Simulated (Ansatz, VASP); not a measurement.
**Two plane-wave programs on H5Pt**

```
CELL_PARAMETERS angstrom
3.44619 0.00000 0.00000
-1.72310 2.98449 0.00000
0.00000 0.00000 5.85931
ATOMIC_POSITIONS crystal
H 0.50000 0.00000 0.00000
H 0.00000 0.50000 0.00000
H 0.50000 0.50000 0.00000
H 0.33333 0.66667 0.50000
H 0.66667 0.33333 0.50000
Pt 0.00000 0.00000 0.00000
```

Alike in both runs: task single point; functional PBE; k mesh 12 × 12 × 8; occupations gaussian, width 0.1 eV; no spin polarisation.

```csv
,VASP,Ansatz
version,VASP 6.6.1,Ansatz 0.2.0
potentials or method,"VASP PAW PBE potentials, release 64 (H, Pt_sv_GW), cutoff 570 eV","scalar-relativistic, plane waves, PAW"
valence electrons in the cell,23,23
```

VASP gave:

* gap on the k mesh at the Fermi level (eV): none
* pressure (GPa): -0.4

Task: Estimate Ansatz's values.

Result: gap on the k mesh at the Fermi level (eV): none; pressure (GPa): 0.0.

A gap of «none» marks a metal or a gap that the smearing closes.

Neither program's run includes spin-orbit coupling.
